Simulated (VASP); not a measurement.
Set up this calculation in VASP 6.6.1, as the native input.

- Task: single point
- Functional: LDA
- Potentials or basis: VASP PAW LDA potentials, release 64 (Ge_d)
- Cutoff: 520 eV
- k mesh: 10 × 10 × 10
- Occupations: fermi-dirac, width 0.05 eV
- Spin: no spin polarisation
- Dipole correction: no
- Further INCAR settings: ALGO = Normal; EDIFF = 1e-07; NBANDS = 21

The structure of Ge lies in POSCAR:

```
Ge
1.0
    0.0000000000      2.8287700000      2.7439069000
    2.8287700000      0.0000000000      2.7439069000
    2.8287700000      2.8287700000      0.0000000000
Ge
2
Direct
    0.5000000000      0.5000000000      0.5000000000
    0.7500000000      0.7500000000      0.7500000000
```

This cell differs from its parent crystal: zz strain of -3 %.

These files were run (other wordings do the same):

INCAR

```
SYSTEM = Ge
ALGO = Normal ; EDIFF = 1E-7
ENCUT = 520 ; ISIF = 2
ISMEAR = -1 ; LASPH = .True.
LCHARG = .False. ; LREAL = .False.
LWAVE = .False. ; NBANDS = 21
NELM = 80 ; PREC = Accurate
SIGMA = 0.05
```

KPOINTS

```
k-points
0
Gamma
  10 10 10
  0 0 0
```

Potentials or basis: VASP PAW LDA potentials, release 64 (Ge_d).

Run with:

```sh
$ cat potpaw_LDA.64/Ge_d/POTCAR > POTCAR
$ mpirun -np 1 vasp_std > vasp.out
```

Results of the run:

- Pressure: 1.0 GPa

Caveat: the cell differs from its parent crystal (zz strain of -3 %).

Wall time 35 s on 1 thread of Intel(R) Xeon(R) 6975P-C (Granite Rapids) (shared host), peak memory 0.19 GiB.
